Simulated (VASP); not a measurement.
# KCl (Pm-3m) in VASP: notebook

Runs on KCl. Level: PBEsol. Tasks: single point.

All numbers are computed with VASP 6.6.1; they aren't measurements. Logs are shortened: lines on timing, memory, paths and dates and some standing lists are left out, and cuts for length are marked.

## Step 1: The cell of the first run

It takes space group Pm-3m (No. 221, cubic). The conventional cell has a = 3.622 Å, b = 3.622 Å, c = 3.622 Å, α = 90.00°, β = 90.00°, γ = 90.00°. K (site symmetry m-3m) has 8 Cl at 3.14 Å and 6 K at 3.62 Å within 4.1 Å. Cl (site symmetry m-3m) has 8 K at 3.14 Å and 6 Cl at 3.62 Å within 4.1 Å.

## Step 2: Single point, PBEsol (volume scaled by 0.99)

The input, INCAR:

```
PREC     = Accurate       # precision mode
ENCUT    = 520            # plane-wave cutoff, eV
EDIFF    = 1E-6           # SCF threshold, eV
ISMEAR   = -1             # smearing method
SIGMA    = 0.02           # smearing width, eV
LREAL    = False          # projectors in reciprocal space
LASPH    = True           # aspherical terms in the spheres
NELM     = 60             # most SCF steps
ALGO     = Normal         # electronic algorithm
ISIF     = 2              # what is computed and relaxed
LWAVE    = False          # write WAVECAR
LCHARG   = False          # write CHGCAR
GGA      = PS             # functional
NBANDS   = 15             # bands
```

The input, KPOINTS:

```
Automatic mesh
0
Gamma
  7 7 7
```

The input, POSCAR:

```
KCl
1.0
    3.6218460631      0.0000000000      0.0000000000
    0.0000000000      3.6218460631      0.0000000000
    0.0000000000      0.0000000000      3.6218460631
K Cl
1 1
Direct
    0.0000000000      0.0000000000      0.0000000000
    0.5000000000      0.5000000000      0.5000000000
```

Potentials or basis: VASP PAW PBE potentials, release 64 (K_sv, Cl).

Command:

```bash
$ cat potpaw_PBE.64/K_sv/POTCAR potpaw_PBE.64/Cl/POTCAR > POTCAR
$ mpirun -np 1 vasp_std > vasp.out
```

OUTCAR:

```text
PREC = Accurate
   ENCUT = 520
   EDIFF = 1E-6
   ISMEAR = -1
   LREAL = False
   LASPH = True
   NELM = 60
   ISIF = 2
   GGA = PS

 ion  position               nearest neighbor table
   1  0.000  0.000  0.000-   2 3.14   2 3.14   2 3.14   2 3.14   2 3.14   2 3.14   2 3.14   2 3.14

   2  0.500  0.500  0.500-   1 3.14   1 3.14   1 3.14   1 3.14   1 3.14   1 3.14   1 3.14   1 3.14

  LATTYP: Found a simple cubic cell.
 ALAT       =     3.6218460631

  Lattice vectors:

 A1 = (   3.6218460631,   0.0000000000,   0.0000000000)
 A2 = (   0.0000000000,   3.6218460631,   0.0000000000)
 A3 = (   0.0000000000,   0.0000000000,   3.6218460631)

Analysis of symmetry for initial positions (statically):
=====================================================================
 Subroutine PRICEL returns:
 Original cell was already a primitive cell.

 Routine SETGRP: Setting up the symmetry group for a
 simple cubic supercell.

 Subroutine GETGRP returns: Found 48 space group operations
 (whereof 48 operations were pure point group operations)
 out of a pool of 48 trial point group operations.

The static configuration has the point symmetry O_h .

Analysis of symmetry for dynamics (positions and initial velocities):
=====================================================================
 Subroutine PRICEL returns:
 Original cell was already a primitive cell.

 Routine SETGRP: Setting up the symmetry group for a
 simple cubic supercell.

 Subroutine GETGRP returns: Found 48 space group operations
 (whereof 48 operations were pure point group operations)
 out of a pool of 48 trial point group operations.

The dynamic configuration has the point symmetry O_h .

 Subroutine INISYM returns: Found 48 space group operations
 (whereof 48 operations are pure point group operations),
 and found     1 'primitive' translations

----------------------------------------------------------------------------------------

                                     Primitive cell

  volume of cell :      47.5105

  direct lattice vectors                    reciprocal lattice vectors
     3.621846063  0.000000000  0.000000000     0.276102292  0.000000000  0.000000000
     0.000000000  3.621846063  0.000000000     0.000000000  0.276102292  0.000000000
     0.000000000  0.000000000  3.621846063     0.000000000  0.000000000  0.276102292

  length of vectors
     3.621846063  3.621846063  3.621846063     0.276102292  0.276102292  0.276102292

  position of ions in fractional coordinates (direct lattice)
     0.000000000  0.000000000  0.000000000
     0.500000000  0.500000000  0.500000000

  ion indices of the primitive-cell ions
   primitive index   ion index
                 1           1
                 2           2

----------------------------------------------------------------------------------------

 KPOINTS: Automatic mesh

Automatic generation of k-mesh.
 Grid dimensions read from file:
 generate k-points for:    7    7    7

 Generating k-lattice:

  Cartesian coordinates                     Fractional coordinates (reciprocal lattice)
     0.039443185  0.000000000  0.000000000     0.142857143  0.000000000  0.000000000
     0.000000000  0.039443185  0.000000000     0.000000000  0.142857143  0.000000000
     0.000000000  0.000000000  0.039443185     0.000000000  0.000000000  0.142857143

  Length of vectors
     0.039443185  0.039443185  0.039443185

  Shift w.r.t. Gamma in fractional coordinates (k-lattice)
     0.000000000  0.000000000  0.000000000

 Subroutine IBZKPT returns following result:
 ===========================================

 Found     20 irreducible k-points:

 Following reciprocal coordinates:
            Coordinates               Weight
  0.000000  0.000000  0.000000      1.000000
  0.142857  0.000000  0.000000      6.000000
  0.285714  0.000000  0.000000      6.000000
  0.428571  0.000000  0.000000      6.000000
  0.142857  0.142857  0.000000     12.000000
  0.285714  0.142857  0.000000     24.000000
[... 12 lines left out ...]
  0.428571  0.428571  0.285714     24.000000
  0.428571  0.428571  0.428571      8.000000
   k-points           NKPTS =     20   k-points in BZ     NKDIM =     20   number of bands    NBANDS=     15
   number of dos      NEDOS =    301   number of ions     NIONS =      2
   total plane-waves  NPLWV =  21952
   dimension x,y,z NGX =    28 NGY =   28 NGZ =   28
   dimension x,y,z NGXF=    56 NGYF=   56 NGZF=   56
   ions per type =               1   1
   NGX,Y,Z   is equivalent  to a cutoff of  12.85, 12.85, 12.85 a.u.
   NGXF,Y,Z  is equivalent  to a cutoff of  25.70, 25.70, 25.70 a.u.
 SYSTEM =  unknown system
   PREC   = accura    normal or accurate (medium, high low for compatibility)
   ISTART =      0    job   : 0-new  1-cont  2-samecut
   ICHARG =      2    charge: 1-file 2-atom 10-const
   ISPIN  =      1    spin polarized calculation?
   LNONCOLLINEAR =      F non collinear calculations
   LSORBIT =      F    spin-orbit coupling
   LASPH  =      T    aspherical Exc in radial PAW
   ENCUT  =  520.0 eV  38.22 Ry    6.18 a.u.   6.73  6.73  6.73*2*pi/ulx,y,z
   NELM   =     60;   NELMIN=  2; NELMDL= -5     # of ELM steps
   EDIFF  = 0.1E-05   stopping-criterion for ELM
   LREAL  =      F    real-space projection
   EDIFFG = 0.1E-04   stopping-criterion for IOM
   NSW    =      0    number of steps for IOM
   IBRION =     -1    ionic relax: 0-MD 1-quasi-New 2-CG
   NFREE  =      0    steps in history (QN), initial steepest desc. (CG)
   ISIF   =      2    stress and relaxation
   ISYM   =      2    0-nonsym 1-usesym 2-fastsym
   POTIM  = 0.5000    time-step for ionic-motion
   TEBEG  =    0.0;   TEEND  =   0.0 temperature during run
   PSTRESS=    0.0 pullay stress
   NELECT =      16.0000    total number of electrons
   NUPDOWN=      -1.0000    fix difference up-down
   EMIN   =  10.00;   EMAX   =-10.00  energy-range for DOS
   EFERMI =   0.00;   METHOD = LEGACY
   ISMEAR =    -1;   SIGMA  =   0.02  broadening in eV -4-tet -1-fermi 0-gaus
   EFERMI_NEDOS =   21; number of points for ismear=-14 and -15
   IALGO  =     38    algorithm
   IMIX   =      4    mixing-type and parameters
     AMIX     =   0.40;   BMIX     =  1.00
     AMIX_MAG =   1.60;   BMIX_MAG =  1.00
  volume/ion in A,a.u.               =      23.76       160.31
  Fermi-wavevector in a.u.,A,eV,Ry     =   1.138985  2.152370 17.650672  1.297288
  Thomas-Fermi vector in A             =   2.275689
   LORBIT       =      0    0 simple, 1 ext, 2 COOP (PROOUT), +10 PAW based schemes
   GGA     = PS    functional components
   LHFCALC =     F    Hartree Fock is set to
   AEXX    =    0.0000 exact exchange contribution
   IVDW    =     0    specifies the selected vdW correction
   LEPSILON=     F    determine dielectric tensor
   LRPA    =     F    only Hartree local field effects (RPA)
 non-spin polarized calculation
  energy-cutoff  :      520.00
  volume of cell :       47.51
 maximum number of plane-waves:      1309
 NGX is ok and might be reduce to    28
   NGX = 13   NGY = 13   NGZ = 13

 number of electron      16.0000003 magnetization

 Free energy of the ion-electron system (eV)
  ---------------------------------------------------
  ext. energy  EPLUGINS =         0.00000000
  ---------------------------------------------------
  free energy    TOTEN  =        -6.87667632 eV

  energy without entropy =       -6.87667632  energy(sigma->0) =       -6.87667632

 E-fermi :   0.4399     XC(G=0):  -9.0779

 val. band max:        0.0221107812   @ k =   0.4286   0.4286   0.0000
 cond. band min:       5.4719907466   @ k =   0.0000   0.0000   0.0000
 fundamental gap:      5.4498799654
 Fermi energy:         0.4399437191

 k-point     1 :       0.0000    0.0000    0.0000
  band No.  band energies     occupation
      1     -27.5862      2.00000
      2     -12.8735      2.00000
      3     -10.9938      2.00000
      4     -10.9938      2.00000
      5     -10.9938      2.00000
      6      -0.1838      2.00000
      7      -0.1838      2.00000
      8      -0.1838      2.00000
      9       5.4720      0.00000
     10       6.2529      0.00000
     11       6.2529      0.00000
     12      11.1112      0.00000
     13      11.1112      0.00000
     14      11.1112      0.00000
     15      14.3129      0.00000

 k-point     2 :       0.1429    0.0000    0.0000
  band No.  band energies     occupation
      1     -27.5784      2.00000
      2     -12.9159      2.00000
      3     -10.9825      2.00000
      4     -10.9825      2.00000
      5     -10.9650      2.00000
      6      -0.6867      2.00000
      7      -0.1966      2.00000
      8      -0.1966      2.00000
      9       6.0011      0.00000
     10       6.4469      0.00000
     11       6.8269      0.00000
     12      11.0343      0.00000
     13      11.0343      0.00000
     14      11.2319      0.00000
     15      13.3955      0.00000

 k-point     3 :       0.2857    0.0000    0.0000
  band No.  band energies     occupation
      1     -27.5606      2.00000
      2     -13.0167      2.00000
      3     -10.9568      2.00000
      4     -10.9568      2.00000
      5     -10.8854      2.00000
      6      -1.5894      2.00000
      7      -0.2272      2.00000
      8      -0.2272      2.00000
      9       7.0022      0.00000
     10       7.1110      0.00000
     11       8.1402      0.00000
     12      10.9705      0.00000
     13      10.9705      0.00000
     14      11.5420      0.00000
     15      11.7165      0.00000
[... 271 lines left out ...]
 k-point    19 :       0.4286    0.4286    0.2857
  band No.  band energies     occupation
      1     -27.4889      2.00000
      2     -12.3858      2.00000
      3     -11.3055      2.00000
      4     -11.2689      2.00000
      5     -11.1382      2.00000
      6      -1.5905      2.00000
      7      -1.5835      2.00000
      8      -1.1320      2.00000
      9       7.8091      0.00000
     10       8.8640      0.00000
     11       9.0228      0.00000
     12       9.7253      0.00000
     13      11.1342      0.00000
     14      11.1866      0.00000
     15      13.4109      0.00000

 k-point    20 :       0.4286    0.4286    0.4286
  band No.  band energies     occupation
      1     -27.4768      2.00000
      2     -12.2792      2.00000
      3     -11.2690      2.00000
      4     -11.2671      2.00000
      5     -11.2671      2.00000
      6      -1.6888      2.00000
      7      -1.6888      2.00000
      8      -1.6166      2.00000
      9       8.7523      0.00000
     10       9.1128      0.00000
     11       9.1128      0.00000
     12      10.6612      0.00000
     13      10.7097      0.00000
     14      10.7097      0.00000
     15      13.3223      0.00000

------------------------ aborting loop because EDIFF is reached ----------------------------------------

  FORCE on cell =-STRESS in cart. coord.  units (eV):
  Direction    XX          YY          ZZ          XY          YZ          ZX
  --------------------------------------------------------------------------------------
  -------------------------------------------------------------------------------------
  Total        0.8053339      0.8053339      0.8053339      0.0000000     -0.0000000      0.0000000
  in kB       27.1579256     27.1579256     27.1579256      0.0000000     -0.0000000      0.0000000
  external PRESSURE =      27.1579256 kB  Pullay stress =       0.0000000 kB

 VOLUME and BASIS-vectors are now :
 -----------------------------------------------------------------------------
  energy-cutoff  :      520.00
  volume of cell :       47.51
      direct lattice vectors                 reciprocal lattice vectors
     3.621846063  0.000000000  0.000000000     0.276102292  0.000000000  0.000000000
     0.000000000  3.621846063  0.000000000     0.000000000  0.276102292  0.000000000
     0.000000000  0.000000000  3.621846063     0.000000000  0.000000000  0.276102292

 POSITION                                       TOTAL-FORCE (eV/Angst)
 -----------------------------------------------------------------------------------
      0.00000      0.00000      0.00000         0.000000      0.000000      0.000000
      1.81092      1.81092      1.81092         0.000000      0.000000      0.000000
 -----------------------------------------------------------------------------------
    total drift:                               -0.000000      0.000000      0.000000

  FREE ENERGIE OF THE ION-ELECTRON SYSTEM (eV)
  ---------------------------------------------------
  free  energy   TOTEN  =        -6.8766763203 eV

  energy  without entropy=       -6.8766763203  energy(sigma->0) =       -6.87667632
```

Wall time 14 s (1 thread of Intel Xeon Platinum 8259CL at 2.50GHz (Skylake/Cascade Lake), shared host); peak memory 0.16 GiB.

Results:

```yaml
Free_energy: -6.8767 eV
Pressure: 2.7 GPa
Band_gap_on_the_k_mesh: 5.45 eV, indirect (least direct gap 5.66 eV)
```

Levels at points of the mesh, in eV from the valence-band top:
| k point | band 4 | band 5 | band 6 | band 7 | band 8 | band 9 | band 10 | band 11 | band 12 | band 13 |
| --- | --- | --- | --- | --- | --- | --- | --- | --- | --- | --- |
| (0.00, 0.00, 0.00) | -11.02 | -11.02 | -0.21 | -0.21 | -0.21 | 5.45 | 6.23 | 6.23 | 11.09 | 11.09 |

Caveat: the PAW data sets were made with another functional, which shifts forces and pressure a little. A k mesh can miss the band edges.

## Step 3: Single point, PBEsol (volume scaled by 1.02)

The input, INCAR:

```
ALGO = Normal ; EDIFF = 1E-6
ENCUT = 520 ; GGA = PS
ISIF = 2 ; ISMEAR = -1
LASPH = True ; LCHARG = False
LREAL = False ; LWAVE = False
NBANDS = 15 ; NELM = 100
PREC = Accurate ; SIGMA = 0.02
```

The input, KPOINTS:

```
k-points
0
Gamma
  7 7 7
```

The input, POSCAR:

```
KCl
1.0
    3.6580669265      0.0000000000      0.0000000000
    0.0000000000      3.6580669265      0.0000000000
    0.0000000000      0.0000000000      3.6580669265
K Cl
1 1
Direct
    0.0000000000      0.0000000000      0.0000000000
    0.5000000000      0.5000000000      0.5000000000
```

Potentials or basis: VASP PAW PBE potentials, release 64 (K_sv, Cl).

Command:

```bash
$ cat potpaw_PBE.64/K_sv/POTCAR potpaw_PBE.64/Cl/POTCAR > POTCAR
$ mpirun -np 1 vasp_std > vasp.out
```

Wall time 14 s (1 thread of Intel Xeon Platinum 8259CL at 2.50GHz (Skylake/Cascade Lake), shared host); peak memory 0.16 GiB.

It converged, with:

* Free energy: -6.8971 eV
* Pressure: 1.7 GPa
* Band gap on the k mesh: 5.29 eV, indirect (least direct gap 5.50 eV)

Levels at points of the mesh, in eV from the valence-band top:
| k point | band 6 | band 7 | band 8 | band 9 | band 10 | band 11 |
| --- | --- | --- | --- | --- | --- | --- |
| (0.00, 0.00, 0.00) | -0.20 | -0.20 | -0.20 | 5.29 | 6.28 | 6.28 |

Caveat: the PAW data sets were made with another functional, which shifts forces and pressure a little. A k mesh can miss the band edges.

(Part 1 of 2 ends here.)
